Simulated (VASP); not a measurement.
A run of VASP 6.6.1 is set up as follows.

File INCAR:

```
SYSTEM = Ni
PREC = Accurate
ENCUT = 520
EDIFF = 1E-6
ISMEAR = -1
SIGMA = 0.1
LREAL = .False.
LASPH = .True.
NELM = 60
ALGO = Normal
ISIF = 2
LWAVE = .False.
LCHARG = .False.
GGA = RE
NBANDS = 17
```

The input KPOINTS:

```
regular mesh
0
Gamma
  17 17 16
  0 0 0
```

Contents of POSCAR:

```
Ni
1.0
   -3.0430902882      3.0434257606      1.2574490542
    3.0434257606     -3.0430902882      1.2574490542
    1.5852610991      1.5852610991     -1.2568346359
Ni
2
Direct
    0.0000209121      0.9999790879      0.0000000000
    0.7499790879      0.2500209121      0.5000000000
```

Potentials or basis: VASP PAW PBE potentials, release 64 (Ni).

Launch:

```sh
$ cat potpaw_PBE.64/Ni/POTCAR > POTCAR
$ mpirun -np 1 vasp_std > vasp.out
```

Question: What does it give for the pressure?

Answer: -11.1 GPa.

Question: Estimate the band gap on the k mesh.

Answer: Zero (band 10 reaches 8.03 eV, above the bottom of band 11 at 7.41 eV).

Stress tensor (GPa, compression positive):
```
-11.29  -0.08  -0.02
 -0.08 -11.29  -0.02
 -0.02  -0.02 -10.81
```

Caveat: the PAW data sets were made with another functional, which shifts forces and pressure a little; the run has no spin polarisation, though such a crystal can be magnetic. Spin polarisation is off, so any magnetic state and its effect on volume and gap are missing.
